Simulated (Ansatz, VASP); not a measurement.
# One calculation of TiC, two programs

```
Ti C
1.0
     0.00000    2.08826    2.16400
     2.23974    0.00000    2.16400
     2.23974    2.08826    0.00000
Ti C
1 1
Direct
  0.00000 0.00000 0.00000
  0.50000 0.50000 0.50000
```

Change from the starting cell: strain +0.0350 x Voigt [1, -1, 0, 0, 0, 0], atoms carried along.

Alike in both runs: task single point; functional PBEsol; k mesh 18 × 18 × 18; occupations gaussian, width 0.15 eV; no spin polarisation.

|  | VASP | Ansatz |
| --- | --- | --- |
| version | VASP 6.6.1 | Ansatz 0.2.0 |
| potentials or method | VASP PAW PBE potentials, release 64 (Ti_sv, C), cutoff 520 eV | scalar-relativistic, plane waves, PAW |
| valence electrons in the cell | 16 | 16 |

VASP gave:

| Item | Value |
| --- | --- |
| gap on the k mesh at the Fermi level (eV) | none |
| pressure (GPa) | -3.8 |
| traceless stress, the component that is largest in VASP (GPa) | 14.79 |

Estimate Ansatz's values.

gap on the k mesh at the Fermi level (eV): none; pressure (GPa): -4.1; traceless stress, the component that is largest in VASP (GPa): 14.75.

VASP's potentials were made for PBE, not for PBEsol. A gap of «none» marks a metal or a gap that the smearing closes. The functional is the same, so the differences come from potentials, cutoffs and numerics.
